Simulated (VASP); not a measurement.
# BeTeS4 (Cmmm) in VASP: relaxation of cell and atoms with PBE

Aim: the relaxation of cell and atoms of BeTeS4 with PBE.

All numbers are computed with VASP 6.6.1; they aren't measurements. Logs are shortened: lines on timing, memory, paths and dates and some standing lists are left out, and cuts for length are marked.

## 1. The cell of the first run

Symmetry: Cmmm, No. 65, orthorhombic system. The conventional cell has a = 8.051 Å, b = 8.078 Å, c = 3.727 Å, α = 90.00°, β = 90.00°, γ = 90.00°. Be (site symmetry mmm) has 6 S at 2.39 Å within 3.2 Å. Within 3.3 Å of Te (site symmetry mmm) lie 6 S at 2.48 to 2.54 Å. S (site symmetry 2mm) has 1 Be at 2.39 Å and 2 Te at 2.48 Å and 5 S at 3.27 to 3.38 Å within 3.4 Å. Within 3.2 Å of S (site symmetry m2m) lie 2 Be at 2.39 Å and 1 Te at 2.54 Å and 1 S at 3.00 Å.

The cell was built from a structure type or drawn by symmetry, and may not be a known phase.

## 2. Relaxation of cell and atoms, PBE

File INCAR:

```
PREC     = Accurate       # precision mode
ENCUT    = 600            # plane-wave cutoff, eV
EDIFF    = 1E-7           # SCF threshold, eV
ISMEAR   = 0              # smearing method
SIGMA    = 0.15           # smearing width, eV
LREAL    = False          # projectors in reciprocal space
LASPH    = True           # aspherical terms in the spheres
NELM     = 120            # most SCF steps
ALGO     = Normal         # electronic algorithm
ISIF     = 3              # what is computed and relaxed
LWAVE    = False          # write WAVECAR
LCHARG   = False          # write CHGCAR
GGA      = PE             # functional
IBRION   = 2              # ionic algorithm
NSW      = 36             # ionic steps
EDIFFG   = -0.08          # ionic threshold
GGA_COMPAT= False        
NELMIN   = 4
```

File KPOINTS:

```
Automatic mesh
0
Gamma
  2 2 3
```

File POSCAR:

```
BeTeS4
1.0
    4.0253256200     -4.0391152800      0.0000000000
    4.0253256200      4.0391152800      0.0000000000
    0.0000000000      0.0000000000      3.7266018500
Be Te S
1 1 4
Direct
    0.5000000000      0.5000000000      0.5000000000
    0.0000000000      0.0000000000      0.0000000000
    0.2033679900      0.2033679900      0.5000000000
    0.7966320100      0.7966320100      0.5000000000
    0.6859680000      0.3140320000      0.0000000000
    0.3140320000      0.6859680000      0.0000000000
```

Potentials or basis: VASP PAW PBE potentials, release 64 (Be, Te, S).

On the command line:

```bash
> cat potpaw_PBE.64/Be/POTCAR potpaw_PBE.64/Te/POTCAR potpaw_PBE.64/S/POTCAR > POTCAR
> mpirun -np 1 vasp_std > vasp.out
```

OUTCAR:

```text
PREC = Accurate
   ENCUT = 600
   EDIFF = 1E-7
   ISMEAR = 0
   LREAL = False
   LASPH = True
   NELM = 120
   ISIF = 3
   GGA = PE
   IBRION = 2
   NSW = 36
   EDIFFG = -0.08
   NELMIN = 4

 ion  position               nearest neighbor table
   1  0.500  0.500  0.500-   3 2.39   4 2.39   5 2.39   6 2.39   5 2.39   6 2.39
   2  0.000  0.000  0.000-   3 2.48   4 2.48   3 2.48   4 2.48   5 2.54   6 2.54
   3  0.203  0.203  0.500-   1 2.39   2 2.48   2 2.48
   4  0.797  0.797  0.500-   1 2.39   2 2.48   2 2.48
   5  0.686  0.314  0.000-   1 2.39   1 2.39   2 2.54
   6  0.314  0.686  0.000-   1 2.39   1 2.39   2 2.54

  LATTYP: Found a base centered orthorhombic cell.
 ALAT       =     8.0506512400
 B/A-ratio  =     1.0034257253
 C/A-ratio  =     0.4628944590

  Lattice vectors:

 A1 = (   4.0253256200,  -4.0391152800,   0.0000000000)
 A2 = (   4.0253256200,   4.0391152800,   0.0000000000)
 A3 = (   0.0000000000,   0.0000000000,   3.7266018500)

Analysis of symmetry for initial positions (statically):
=====================================================================
 Subroutine PRICEL returns:
 Original cell was already a primitive cell.

 Routine SETGRP: Setting up the symmetry group for a
 base centered orthorhombic supercell.

 Subroutine GETGRP returns: Found  8 space group operations
 (whereof  8 operations were pure point group operations)
 out of a pool of  8 trial point group operations.

The static configuration has the point symmetry D_2h.

Analysis of symmetry for dynamics (positions and initial velocities):
=====================================================================
 Subroutine PRICEL returns:
 Original cell was already a primitive cell.

 Routine SETGRP: Setting up the symmetry group for a
 base centered orthorhombic supercell.

 Subroutine GETGRP returns: Found  8 space group operations
 (whereof  8 operations were pure point group operations)
 out of a pool of  8 trial point group operations.

The dynamic configuration has the point symmetry D_2h.

 Subroutine INISYM returns: Found  8 space group operations
 (whereof  8 operations are pure point group operations),
 and found     1 'primitive' translations

----------------------------------------------------------------------------------------

                                     Primitive cell

  volume of cell :     121.1798

  direct lattice vectors                    reciprocal lattice vectors
     4.025325620 -4.039115280  0.000000000     0.124213554 -0.123789485  0.000000000
     4.025325620  4.039115280  0.000000000     0.124213554  0.123789485  0.000000000
     0.000000000  0.000000000  3.726601850     0.000000000  0.000000000  0.268340982

  length of vectors
     5.702429183  5.702429183  3.726601850     0.175364887  0.175364887  0.268340982

  position of ions in fractional coordinates (direct lattice)
     0.500000000  0.500000000  0.500000000
     0.000000000  0.000000000  0.000000000
     0.203367990  0.203367990  0.500000000
     0.796632010  0.796632010  0.500000000
     0.685968000  0.314032000  0.000000000
     0.314032000  0.685968000  0.000000000

  ion indices of the primitive-cell ions
   primitive index   ion index
                 1           1
                 2           2
                 3           3
                 4           4
                 5           5
                 6           6

----------------------------------------------------------------------------------------

 KPOINTS: Automatic mesh

Automatic generation of k-mesh.
 Grid dimensions read from file:
 generate k-points for:    2    2    3

 Generating k-lattice:

  Cartesian coordinates                     Fractional coordinates (reciprocal lattice)
     0.062106777 -0.061894742  0.000000000     0.500000000  0.000000000  0.000000000
     0.062106777  0.061894742  0.000000000     0.000000000  0.500000000  0.000000000
     0.000000000  0.000000000  0.089446994     0.000000000  0.000000000  0.333333333

  Length of vectors
     0.087682443  0.087682443  0.089446994

  Shift w.r.t. Gamma in fractional coordinates (k-lattice)
     0.000000000  0.000000000  0.000000000

 Subroutine IBZKPT returns following result:
 ===========================================

 Found      6 irreducible k-points:

 Following reciprocal coordinates:
            Coordinates               Weight
  0.000000  0.000000  0.000000      1.000000
  0.500000  0.000000  0.000000      2.000000
  0.500000  0.500000  0.000000      1.000000
  0.000000  0.000000  0.333333      2.000000
  0.500000  0.000000  0.333333      4.000000
  0.500000  0.500000  0.333333      2.000000
   k-points           NKPTS =      6   k-points in BZ     NKDIM =      6   number of bands    NBANDS=     20
   number of dos      NEDOS =    301   number of ions     NIONS =      6
   total plane-waves  NPLWV =  69120
   dimension x,y,z NGX =    48 NGY =   48 NGZ =   30
   dimension x,y,z NGXF=    96 NGYF=   96 NGZF=   60
   ions per type =               1   1   4
   NGX,Y,Z   is equivalent  to a cutoff of  13.99, 13.99, 13.38 a.u.
   NGXF,Y,Z  is equivalent  to a cutoff of  27.99, 27.99, 26.77 a.u.
 SYSTEM =  unknown system
   PREC   = accura    normal or accurate (medium, high low for compatibility)
   ISTART =      0    job   : 0-new  1-cont  2-samecut
   ICHARG =      2    charge: 1-file 2-atom 10-const
   ISPIN  =      1    spin polarized calculation?
   LNONCOLLINEAR =      F non collinear calculations
   LSORBIT =      F    spin-orbit coupling
   LASPH  =      T    aspherical Exc in radial PAW
   ENCUT  =  600.0 eV  44.10 Ry    6.64 a.u.  11.39 11.39  7.44*2*pi/ulx,y,z
   NELM   =    120;   NELMIN=  4; NELMDL= -5     # of ELM steps
   EDIFF  = 0.1E-06   stopping-criterion for ELM
   LREAL  =      F    real-space projection
   EDIFFG = -.8E-01   stopping-criterion for IOM
   NSW    =     36    number of steps for IOM
   IBRION =      2    ionic relax: 0-MD 1-quasi-New 2-CG
   NFREE  =      1    steps in history (QN), initial steepest desc. (CG)
   ISIF   =      3    stress and relaxation
   ISYM   =      2    0-nonsym 1-usesym 2-fastsym
   POTIM  = 0.5000    time-step for ionic-motion
   TEBEG  =    0.0;   TEEND  =   0.0 temperature during run
   PSTRESS=    0.0 pullay stress
   NELECT =      32.0000    total number of electrons
   NUPDOWN=      -1.0000    fix difference up-down
   EMIN   =  10.00;   EMAX   =-10.00  energy-range for DOS
   EFERMI =   0.00;   METHOD = LEGACY
   ISMEAR =     0;   SIGMA  =   0.15  broadening in eV -4-tet -1-fermi 0-gaus
   EFERMI_NEDOS =   21; number of points for ismear=-14 and -15
   IALGO  =     38    algorithm
   IMIX   =      4    mixing-type and parameters
     AMIX     =   0.40;   BMIX     =  1.00
     AMIX_MAG =   1.60;   BMIX_MAG =  1.00
  volume/ion in A,a.u.               =      20.20       136.29
  Fermi-wavevector in a.u.,A,eV,Ry     =   1.050303  1.984785 15.009091  1.103137
  Thomas-Fermi vector in A             =   2.185301
   LORBIT       =      0    0 simple, 1 ext, 2 COOP (PROOUT), +10 PAW based schemes
   GGA     = PE    functional components
   LHFCALC =     F    Hartree Fock is set to
   AEXX    =    0.0000 exact exchange contribution
   IVDW    =     0    specifies the selected vdW correction
   LEPSILON=     F    determine dielectric tensor
   LRPA    =     F    only Hartree local field effects (RPA)
 conjugate gradient relaxation of ions
 non-spin polarized calculation
 Gauss-broadening in eV      SIGMA  =   0.15
  energy-cutoff  :      600.00
  volume of cell :      121.18
 maximum number of plane-waves:      4064
 NGX is ok and might be reduce to    48
   NGX = 23   NGY = 23   NGZ = 15

--------------------------------------- Ionic step        1  -------------------------------------------

 number of electron      32.0000002 magnetization

 Free energy of the ion-electron system (eV)
  ---------------------------------------------------
  ext. energy  EPLUGINS =         0.00000000
  ---------------------------------------------------
  free energy    TOTEN  =       -21.89578566 eV

  energy without entropy =      -21.84343265  energy(sigma->0) =      -21.86960916

------------------------ aborting loop because EDIFF is reached ----------------------------------------

  FORCE on cell =-STRESS in cart. coord.  units (eV):
  Direction    XX          YY          ZZ          XY          YZ          ZX
  --------------------------------------------------------------------------------------
  -------------------------------------------------------------------------------------
  Total        2.6857662     -3.8007382      2.0599466     -0.0000000      0.0000000      0.0000000
  in kB       35.5098245    -50.2514134     27.2355592     -0.0000000      0.0000000      0.0000000
  external PRESSURE =       4.1646567 kB  Pullay stress =       0.0000000 kB

 VOLUME and BASIS-vectors are now :
 -----------------------------------------------------------------------------
  energy-cutoff  :      600.00
  volume of cell :      121.18
      direct lattice vectors                 reciprocal lattice vectors
     4.025325620 -4.039115280  0.000000000     0.124213554 -0.123789485  0.000000000
     4.025325620  4.039115280  0.000000000     0.124213554  0.123789485  0.000000000
     0.000000000  0.000000000  3.726601850     0.000000000  0.000000000  0.268340982
[... 281 lines left out ...]
 POSITION                                       TOTAL-FORCE (eV/Angst)
 -----------------------------------------------------------------------------------
      4.17305      0.00000      1.88374         0.000000      0.000000      0.000000
      0.00000      0.00000      0.00000         0.000000      0.000000      0.000000
      1.81519      0.00000      1.88374        -0.131328      0.000000     -0.000000
      6.53092      0.00000      1.88374         0.131328      0.000000      0.000000
      4.17305     -1.22986      0.00000         0.000000      0.058687      0.000000
      4.17305      1.22986      0.00000         0.000000     -0.058687     -0.000000
 -----------------------------------------------------------------------------------
    total drift:                               -0.000000     -0.000000     -0.000000

  FREE ENERGIE OF THE ION-ELECTRON SYSTEM (eV)
  ---------------------------------------------------
  free  energy   TOTEN  =       -22.5090211274 eV

  energy  without entropy=      -22.4687772335  energy(sigma->0) =      -22.48889918

--------------------------------------- Ionic step        9  -------------------------------------------

 number of electron      31.9999998 magnetization

 Free energy of the ion-electron system (eV)
  ---------------------------------------------------
  ext. energy  EPLUGINS =         0.00000000
  ---------------------------------------------------
  free energy    TOTEN  =       -22.51234423 eV

  energy without entropy =      -22.47155998  energy(sigma->0) =      -22.49195211

 E-fermi :   4.7260     XC(G=0):  -9.6134

 val. band max:        4.4683146235   @ k =   0.5000   0.5000   0.3333
 cond. band min:       4.7533786086   @ k =   0.5000   0.5000   0.3333
 fundamental gap:      0.2850639852
 Fermi energy:         4.7260112279

 k-point     1 :       0.0000    0.0000    0.0000
  band No.  band energies     occupation
      1     -10.3411      2.00000
      2      -7.9937      2.00000
      3      -7.3510      2.00000
      4      -6.9460      2.00000
      5      -4.8908      2.00000
      6       0.0334      2.00000
[... 12 lines left out ...]
     19       7.2342      0.00000
     20       7.5735      0.00000
[... 135 lines left out ...]
 POSITION                                       TOTAL-FORCE (eV/Angst)
 -----------------------------------------------------------------------------------
      4.18041      0.00000      1.87768         0.000000     -0.000000      0.000000
      0.00000      0.00000      0.00000         0.000000     -0.000000      0.000000
      1.80914      0.00000      1.87768        -0.067756     -0.000000      0.000000
      6.55168      0.00000      1.87768         0.067756     -0.000000      0.000000
      4.18041     -1.22500      0.00000         0.000000      0.022064      0.000000
      4.18041      1.22500      3.75536         0.000000     -0.022064      0.000000
 -----------------------------------------------------------------------------------
    total drift:                               -0.000000     -0.000000     -0.000000

  FREE ENERGIE OF THE ION-ELECTRON SYSTEM (eV)
  ---------------------------------------------------
  free  energy   TOTEN  =       -22.5123442310 eV

  energy  without entropy=      -22.4715599842  energy(sigma->0) =      -22.49195211

 reached required accuracy - stopping structural energy minimisation
```

Run time: 77 s. Hardware: 1 thread of Intel Xeon 6975P-C (Granite Rapids), shared host; peak memory 0.26 GiB.

What came out:

```yaml
Free_energy: -22.5123 eV
Relaxed_volume: 19.97 Å³/atom
Relaxed_cell: a = 5.661 Å, b = 5.661 Å, c = 3.755 Å, α = 90.00°, β = 90.00°, γ = 84.79°
Space_group_after_relaxing_to_0.1_Å: Cmmm (No. 65)
Energy_gained_by_relaxing: 102.8 meV/atom
Ionic_steps: 9
Pressure_after_relaxing: 0.2 GPa
Largest_force_after_relaxing: 0.068 eV/Å
Band_gap_on_the_k_mesh: zero (bands 16 and 17 overlap by 0.89 eV)
```

Forces in eV/Å, atoms in the order of the input:
```
Be   0.000  0.000  0.000
Te   0.000  0.000  0.000
S   -0.068  0.000  0.000
S    0.068  0.000  0.000
S    0.000  0.022  0.000
S    0.000 -0.022  0.000
```

The path:
```
step  energy change (eV)  largest force (eV/Å)  pressure (GPa)  volume (Å³)
   1              0.0000                1.2840            0.42       121.18
   2             -0.3677                1.2208           -0.98       122.00
   3             -0.4000                0.7546           -1.38       122.97
   4             -0.4875                1.0439           -1.75       122.63
   5             -0.5864                0.3015            0.97       118.46
   6             -0.5950                0.2766            0.23       119.35
   7             -0.6132                0.1397           -0.16       120.16
   8             -0.6132                0.1313           -0.18       120.20
   9             -0.6166                0.0678            0.16       119.84
```

Final structure:
```cif
data_structure
_symmetry_space_group_name_H-M 'P 1'
_symmetry_Int_Tables_number 1
_cell_length_a 5.6607
_cell_length_b 5.6607
_cell_length_c 3.7554
_cell_angle_alpha 90.000
_cell_angle_beta 90.000
_cell_angle_gamma 84.793
_cell_volume 119.84
loop_
_atom_site_label
_atom_site_type_symbol
_atom_site_fract_x
_atom_site_fract_y
_atom_site_fract_z
_atom_site_occupancy
Be1 Be 0.50000 0.50000 0.50000 1
Te1 Te 0.00000 0.00000 0.00000 1
S1 S 0.21638 0.21638 0.50000 1
S2 S 0.78362 0.78362 0.50000 1
S3 S 0.66048 0.33952 0.00000 1
S4 S 0.33952 0.66048 0.00000 1
```

Caveat: the k points lie up to 0.56 Å⁻¹ apart in the final cell, too coarse for converged energies and pressures of a metal; spin-orbit coupling is left out, which moves the levels of the heavy elements; the relaxation stopped at a loose force limit of 0.08 eV/Å, so its end isn't a converged minimum.
